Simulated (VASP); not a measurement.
# Co (P6_3/mmc) in VASP: a series of runs

Runs on Co. Level: LDA. Tasks: single point.

Program: VASP 6.6.1. These are calculated values, not measurements. Logs are shortened: lines on timing, memory, paths and dates and some standing lists are left out, and cuts for length are marked.

### Step 1. The cell of the first run

It takes space group P6_3/mmc (No. 194, hexagonal). The conventional cell has a = 2.427 Å, b = 2.427 Å, c = 3.923 Å, α = 90.00°, β = 90.00°, γ = 120.00°. Co (site symmetry -6m2) has 12 Co at 2.41 to 2.43 Å within 3.2 Å.

### Step 2. Single point, LDA, collinear spin, ferromagnetic start

The input, INCAR:

```
ALGO = Normal
EDIFF = 1E-6
ENCUT = 520
ISIF = 2
ISMEAR = -1
ISPIN = 2
LASPH = True
LCHARG = False
LMAXMIX = 4
LORBIT = 11
LREAL = False
LWAVE = False
MAGMOM = 1.558 1.558
NBANDS = 20
NELM = 150
PREC = Accurate
SIGMA = 0.3
```

The input, KPOINTS:

```
k-points
0
Gamma
  15 15 8
```

The input, POSCAR:

```
Co
1.0
    2.4273810165      0.0000000000      0.0000000000
   -1.2136905082      2.1021736250      0.0000000000
    0.0000000000      0.0000000000      3.9230481332
Co
2
Direct
    0.3333333333      0.6666666667      0.2500000000
    0.6666666667      0.3333333333      0.7500000000
```

Potentials or basis: VASP PAW LDA potentials, release 64 (Co).

Command:

```
cat potpaw_LDA.64/Co/POTCAR > POTCAR
mpirun -np 1 vasp_std > vasp.out
```

OUTCAR:

```text
EDIFF = 1E-6
   ENCUT = 520
   ISIF = 2
   ISMEAR = -1
   ISPIN = 2
   LASPH = True
   LORBIT = 11
   LREAL = False
   NELM = 150
   PREC = Accurate

 ion  position               nearest neighbor table
   1  0.333  0.667  0.250-   2 2.41   2 2.41   2 2.41   2 2.41   2 2.41   2 2.41
   2  0.667  0.333  0.750-   1 2.41   1 2.41   1 2.41   1 2.41   1 2.41   1 2.41

  LATTYP: Found a hexagonal cell.
 ALAT       =     2.4273810165
 C/A-ratio  =     1.6161649558

  Lattice vectors:

 A1 = (   2.4273810165,   0.0000000000,   0.0000000000)
 A2 = (  -1.2136905082,   2.1021736250,   0.0000000000)
 A3 = (   0.0000000000,   0.0000000000,   3.9230481332)

Analysis of symmetry for initial positions (statically):
=====================================================================
 Subroutine PRICEL returns:
 Original cell was already a primitive cell.

 Routine SETGRP: Setting up the symmetry group for a
 hexagonal supercell.

 Subroutine GETGRP returns: Found 24 space group operations
 (whereof 12 operations were pure point group operations)
 out of a pool of 24 trial point group operations.

The static configuration has the point symmetry D_3d.
 The point group associated with its full space group is D_6h.

Analysis of symmetry for dynamics (positions and initial velocities):
=====================================================================
 Subroutine PRICEL returns:
 Original cell was already a primitive cell.

 Routine SETGRP: Setting up the symmetry group for a
 hexagonal supercell.

 Subroutine GETGRP returns: Found 24 space group operations
 (whereof 12 operations were pure point group operations)
 out of a pool of 24 trial point group operations.

The dynamic configuration has the point symmetry D_3d.
 The point group associated with its full space group is D_6h.

Analysis of structural, dynamic, and magnetic symmetry:
=====================================================================
 Subroutine PRICEL returns:
 Original cell was already a primitive cell.

 Routine SETGRP: Setting up the symmetry group for a
 hexagonal supercell.

 Subroutine GETGRP returns: Found 24 space group operations
 (whereof 12 operations were pure point group operations)
 out of a pool of 24 trial point group operations.

The overall configuration has the point symmetry D_3d.
 The point group associated with its full space group is D_6h.

 Subroutine INISYM returns: Found 24 space group operations
 (whereof 12 operations are pure point group operations),
 and found     1 'primitive' translations

----------------------------------------------------------------------------------------

                                     Primitive cell

  volume of cell :      20.0184

  direct lattice vectors                    reciprocal lattice vectors
     2.427381017  0.000000000  0.000000000     0.411966639  0.237849050  0.000000000
    -1.213690508  2.102173625  0.000000000     0.000000000  0.475698100  0.000000000
     0.000000000  0.000000000  3.923048133     0.000000000  0.000000000  0.254903831

  length of vectors
     2.427381017  2.427381017  3.923048133     0.475698100  0.475698100  0.254903831

  position of ions in fractional coordinates (direct lattice)
     0.333333333  0.666666667  0.250000000
     0.666666667  0.333333333  0.750000000

  ion indices of the primitive-cell ions
   primitive index   ion index
                 1           1
                 2           2

----------------------------------------------------------------------------------------

 KPOINTS: k-points

Automatic generation of k-mesh.
 Grid dimensions read from file:
 generate k-points for:   15   15    8

 Generating k-lattice:

  Cartesian coordinates                     Fractional coordinates (reciprocal lattice)
     0.027464443  0.015856603  0.000000000     0.066666667  0.000000000  0.000000000
     0.000000000  0.031713207  0.000000000     0.000000000  0.066666667  0.000000000
     0.000000000  0.000000000  0.031862979     0.000000000  0.000000000  0.125000000

  Length of vectors
     0.031713207  0.031713207  0.031862979

  Shift w.r.t. Gamma in fractional coordinates (k-lattice)
     0.000000000  0.000000000  0.000000000

 Subroutine IBZKPT returns following result:
 ===========================================

 Found    135 irreducible k-points:

 Following reciprocal coordinates:
            Coordinates               Weight
  0.000000  0.000000  0.000000      1.000000
  0.066667  0.000000  0.000000      6.000000
  0.133333  0.000000  0.000000      6.000000
  0.200000  0.000000  0.000000      6.000000
  0.266667  0.000000  0.000000      6.000000
  0.333333 -0.000000  0.000000      6.000000
[... 16 lines left out ...]
  0.333333  0.200000  0.000000     12.000000
  0.400000  0.200000  0.000000      6.000000
 [... further k-points ...]
   k-points           NKPTS =    135   k-points in BZ     NKDIM =    135   number of bands    NBANDS=     20
   number of dos      NEDOS =    301   number of ions     NIONS =      2
   total plane-waves  NPLWV =   9720
   dimension x,y,z NGX =    18 NGY =   18 NGZ =   30
   dimension x,y,z NGXF=    36 NGYF=   36 NGZF=   60
   ions per type =               2
   NGX,Y,Z   is equivalent  to a cutoff of  12.33, 12.33, 12.71 a.u.
   NGXF,Y,Z  is equivalent  to a cutoff of  24.66, 24.66, 25.43 a.u.
 SYSTEM =  unknown system
   PREC   = accura    normal or accurate (medium, high low for compatibility)
   ISTART =      0    job   : 0-new  1-cont  2-samecut
   ICHARG =      2    charge: 1-file 2-atom 10-const
   ISPIN  =      2    spin polarized calculation?
   LNONCOLLINEAR =      F non collinear calculations
   LSORBIT =      F    spin-orbit coupling
   LASPH  =      T    aspherical Exc in radial PAW
   ENCUT  =  520.0 eV  38.22 Ry    6.18 a.u.   4.51  4.51  7.29*2*pi/ulx,y,z
   NELM   =    150;   NELMIN=  2; NELMDL= -5     # of ELM steps
   EDIFF  = 0.1E-05   stopping-criterion for ELM
   LREAL  =      F    real-space projection
   EDIFFG = 0.1E-04   stopping-criterion for IOM
   NSW    =      0    number of steps for IOM
   IBRION =     -1    ionic relax: 0-MD 1-quasi-New 2-CG
   NFREE  =      0    steps in history (QN), initial steepest desc. (CG)
   ISIF   =      2    stress and relaxation
   ISYM   =      2    0-nonsym 1-usesym 2-fastsym
   POTIM  = 0.5000    time-step for ionic-motion
   TEBEG  =    0.0;   TEEND  =   0.0 temperature during run
   PSTRESS=    0.0 pullay stress
   NELECT =      18.0000    total number of electrons
   NUPDOWN=      -1.0000    fix difference up-down
   EMIN   =  10.00;   EMAX   =-10.00  energy-range for DOS
   EFERMI =   0.00;   METHOD = LEGACY
   ISMEAR =    -1;   SIGMA  =   0.30  broadening in eV -4-tet -1-fermi 0-gaus
   EFERMI_NEDOS =   21; number of points for ismear=-14 and -15
   IALGO  =     38    algorithm
   IMIX   =      4    mixing-type and parameters
     AMIX     =   0.40;   BMIX     =  1.00
     AMIX_MAG =   1.60;   BMIX_MAG =  1.00
  volume/ion in A,a.u.               =      10.01        67.55
  Fermi-wavevector in a.u.,A,eV,Ry     =   1.580116  2.985986 33.970567  2.496766
  Thomas-Fermi vector in A             =   2.680392
   LORBIT       =     11    0 simple, 1 ext, 2 COOP (PROOUT), +10 PAW based schemes
   GGA     = CA    functional components
   LHFCALC =     F    Hartree Fock is set to
   AEXX    =    0.0000 exact exchange contribution
   IVDW    =     0    specifies the selected vdW correction
   LEPSILON=     F    determine dielectric tensor
   LRPA    =     F    only Hartree local field effects (RPA)
 spin polarized calculation
  energy-cutoff  :      520.00
  volume of cell :       20.02
 maximum number of plane-waves:       557
 NGX is ok and might be reduce to    18
   NGX =  9   NGY =  9   NGZ = 15

 number of electron      17.9999991 magnetization       0.9483107

 Free energy of the ion-electron system (eV)
  ---------------------------------------------------
  ext. energy  EPLUGINS =         0.00000000
  ---------------------------------------------------
  free energy    TOTEN  =       -16.69813701 eV

  energy without entropy =      -15.61557224  energy(sigma->0) =      -16.15685462

 E-fermi :  11.1372     XC(G=0): -14.2307

 val. band max:       11.1367200381   @ k =   0.1333   0.0667   0.1250
 cond. band min:      11.1404116341   @ k =   0.4000   0.2000   0.0000
 fundamental gap:      0.0036915960
 Fermi energy:        11.1372495741

 spin component 1

 k-point     1 :       0.0000    0.0000    0.0000
  band No.  band energies     occupation
      1       1.7793      1.00000
      2       5.9167      1.00000
      3       8.9235      0.99938
      4       8.9586      0.99930
      5       8.9586      0.99930
      6       9.3359      0.99754
[... 12 lines left out ...]
     19      38.5246      0.00000
     20      38.5246      0.00000
[... 507 lines left out ...]
 k-point    24 :       0.4000    0.2000    0.0000
  band No.  band energies     occupation
      1       6.8419      1.00000
      2       6.9265      1.00000
      3       6.9444      1.00000
      4       8.0057      0.99997
      5       8.5902      0.99979
      6       8.8397      0.99953
[... 12 lines left out ...]
     19      31.8319      0.00000
     20      41.5607      0.00000

 [... further k-points ...]

 spin component 2

 k-point     1 :       0.0000    0.0000    0.0000
  band No.  band energies     occupation
      1       1.8396      1.00000
      2       6.1925      1.00000
      3       9.3594      0.99734
      4       9.3912      0.99704
      5       9.3912      0.99704
      6       9.7826      0.98918
[... 12 lines left out ...]
     19      38.6617      0.00000
     20      38.6617      0.00000
[... 507 lines left out ...]
 k-point    24 :       0.4000    0.2000    0.0000
  band No.  band energies     occupation
      1       7.1883      1.00000
      2       7.2015      1.00000
      3       7.2757      1.00000
      4       8.2670      0.99993
      5       9.0056      0.99918
      6       9.2399      0.99821
[... 12 lines left out ...]
     19      31.9632      0.00000
     20      41.6997      0.00000

 [... further k-points ...]

------------------------ aborting loop because EDIFF is reached ----------------------------------------

  FORCE on cell =-STRESS in cart. coord.  units (eV):
  Direction    XX          YY          ZZ          XY          YZ          ZX
  --------------------------------------------------------------------------------------
  -------------------------------------------------------------------------------------
  Total       -0.6777010     -0.6777010     -0.8151036     -0.0000000      0.0000000     -0.0000000
  in kB      -54.2398573    -54.2398573    -65.2368876     -0.0000000      0.0000000     -0.0000000
  external PRESSURE =     -57.9055341 kB  Pullay stress =       0.0000000 kB

 VOLUME and BASIS-vectors are now :
 -----------------------------------------------------------------------------
  energy-cutoff  :      520.00
  volume of cell :       20.02
      direct lattice vectors                 reciprocal lattice vectors
     2.427381017  0.000000000  0.000000000     0.411966639  0.237849050  0.000000000
    -1.213690508  2.102173625  0.000000000     0.000000000  0.475698100  0.000000000
     0.000000000  0.000000000  3.923048133     0.000000000  0.000000000  0.254903831

 POSITION                                       TOTAL-FORCE (eV/Angst)
 -----------------------------------------------------------------------------------
     -0.00000      1.40145      0.98076        -0.000000      0.000000      0.000000
      1.21369      0.70072      2.94229         0.000000     -0.000000      0.000000
 -----------------------------------------------------------------------------------
    total drift:                                0.000000      0.000000     -0.000000

  FREE ENERGIE OF THE ION-ELECTRON SYSTEM (eV)
  ---------------------------------------------------
  free  energy   TOTEN  =       -16.6981370110 eV

  energy  without entropy=      -15.6155722366  energy(sigma->0) =      -16.15685462

 total charge

# of ion       s       p       d       tot
------------------------------------------
    1        0.521   0.587   7.340   8.448
    2        0.521   0.587   7.340   8.448
--------------------------------------------------
tot          1.042   1.175  14.680  16.897

 magnetization (x)

# of ion       s       p       d       tot
------------------------------------------
    1       -0.004  -0.011   0.487   0.472
    2       -0.004  -0.011   0.487   0.472
--------------------------------------------------
tot         -0.008  -0.023   0.974   0.944
```

Run time: 50 s. Hardware: 1 thread of Intel Xeon 6975P-C (Granite Rapids), shared host; peak memory 0.18 GiB.

What came out:

```
Free energy                                           : -16.6981 eV
Pressure                                              : -5.8 GPa
Net moment                                            : 0.95 μB per cell
Site moments                                          : Co +0.47 μB
Valence electrons inside the program's atomic spheres : Co 8.45
```

Levels at points of the mesh, in eV from the Fermi level:
Spin up:
```tsv
k point	band 7	band 8	band 9	band 10	band 11	band 12	band 13	band 14
(0.00, 0.00, 0.00)	-1.80	-1.39	-1.39	-0.09	-0.09	-0.08	7.44	22.64
(0.00, 0.00, 0.50)	-2.25	-2.25	-0.45	-0.45	-0.45	-0.45	16.13	16.13
```
Spin down:
| k point | band 4 | band 5 | band 6 | band 7 | band 8 | band 9 | band 10 | band 11 | band 12 | band 13 |
| --- | --- | --- | --- | --- | --- | --- | --- | --- | --- | --- |
| (0.00, 0.00, 0.00) | -1.75 | -1.75 | -1.35 | -1.35 | -0.92 | -0.92 | -0.03 | 0.41 | 0.41 | 7.74 |
| (0.00, 0.00, 0.50) | -2.27 | -1.82 | -1.82 | -1.82 | -1.82 | 0.04 | 0.04 | 0.04 | 0.04 | 16.29 |

### Step 3. Single point, LDA, collinear spin, ferromagnetic start

The input, INCAR:

```
SYSTEM = Co
PREC = Accurate ; ENCUT = 520
EDIFF = 1E-6 ; ISMEAR = -1
SIGMA = 0.6 ; LREAL = .False.
LASPH = .True. ; NELM = 150
ALGO = Normal ; ISIF = 2
LWAVE = .False. ; LCHARG = .False.
ISPIN = 2 ; MAGMOM = 1.558 1.558
LORBIT = 11 ; LMAXMIX = 4
NBANDS = 20
```

The input, KPOINTS:

```
regular mesh
0
Gamma
  15 15 8
  0 0 0
```

POSCAR is that of step 2.

Potentials or basis: VASP PAW LDA potentials, release 64 (Co).

Command:

```
cat potpaw_LDA.64/Co/POTCAR > POTCAR
mpirun -np 1 vasp_std > vasp.out
```

It took 43 s on 1 thread of Intel Xeon 6975P-C (Granite Rapids), shared host; peak memory 0.18 GiB.

The run converged. Its results:

- Free energy: -18.1615 eV
- Pressure: 4.5 GPa
- Band gap on the k mesh: zero (filled and empty bands overlap)
- Net moment: 0.00 μB per cell
- Valence electrons inside the program's atomic spheres: Co 8.45

Stress tensor (GPa, compression positive):
```
4.11 0.00 0.00
0.00 4.11 0.00
0.00 0.00 5.22
```

Levels at points of the mesh, in eV from the Fermi level:
Spin up:
```tsv
k point	band 6	band 7	band 8	band 9	band 10	band 11	band 12	band 13
(0.00, 0.00, 0.00)	-1.69	-1.69	-1.26	-1.26	-0.21	0.06	0.06	7.46
(0.00, 0.00, 0.50)	-2.15	-2.15	-2.15	-0.31	-0.31	-0.31	-0.31	16.07
```
Spin down:
| k point | band 7 | band 8 | band 9 | band 10 | band 11 | band 12 |
| --- | --- | --- | --- | --- | --- | --- |
| (0.00, 0.00, 0.00) | -1.69 | -1.26 | -1.26 | -0.21 | 0.06 | 0.06 |
| (0.00, 0.00, 0.50) | -2.15 | -2.15 | -0.31 | -0.31 | -0.31 | -0.31 |

Caveat: the starting moments collapsed, and a magnetic state may lie lower.

### Step 4. Single point, LDA, collinear spin, ferromagnetic start

The input, INCAR:

```
ALGO = Normal
EDIFF = 1E-6
ENCUT = 520
GGA = CA
ISIF = 2
ISMEAR = -1
ISPIN = 2
LASPH = T
LCHARG = T
LELF = T
LMAXMIX = 4
LORBIT = 11
LREAL = F
LVHAR = T
LWAVE = F
MAGMOM = 1.558 1.558
NBANDS = 20
NELM = 150
PREC = Accurate
SIGMA = 1.0
```

The input, KPOINTS:

```
k-points
0
Gamma
  15 15 8
```

POSCAR is that of step 3.

Command:

```
cat potpaw_LDA.64/Co/POTCAR > POTCAR
mpirun -np 1 vasp_std > vasp.out
```

It took 45 s on 1 thread of Intel Xeon 6975P-C (Granite Rapids), shared host; peak memory 0.18 GiB.

It converged, with:

```
Free energy                                           : -20.9569 eV
Pressure                                              : 22.2 GPa
Band gap on the k mesh                                : zero (filled and empty bands overlap)
Net moment                                            : 0.00 μB per cell
Valence electrons inside the program's atomic spheres : Co 8.45
```

Stress tensor (GPa, compression positive):
```
21.29  0.00  0.00
 0.00 21.29  0.00
 0.00  0.00 24.09
```

Levels at points of the mesh, in eV from the Fermi level:
Spin up:
| k point | band 7 | band 8 | band 9 | band 10 | band 11 | band 12 | band 13 | band 14 |
| --- | --- | --- | --- | --- | --- | --- | --- | --- |
| (0.00, 0.00, 0.00) | -1.98 | -1.54 | -1.54 | -0.55 | -0.22 | -0.22 | 7.16 | 22.13 |
| (0.00, 0.00, 0.50) | -2.44 | -2.44 | -0.58 | -0.58 | -0.58 | -0.58 | 15.75 | 15.75 |
Spin down:
```tsv
k point	band 7	band 8	band 9	band 10	band 11	band 12	band 13	band 14
(0.00, 0.00, 0.00)	-1.98	-1.54	-1.54	-0.55	-0.22	-0.22	7.16	22.13
(0.00, 0.00, 0.50)	-2.44	-2.44	-0.58	-0.58	-0.58	-0.58	15.75	15.75
```

Caveat: the starting moments collapsed, and a magnetic state may lie lower.

(Part 1 of 2 ends here.)
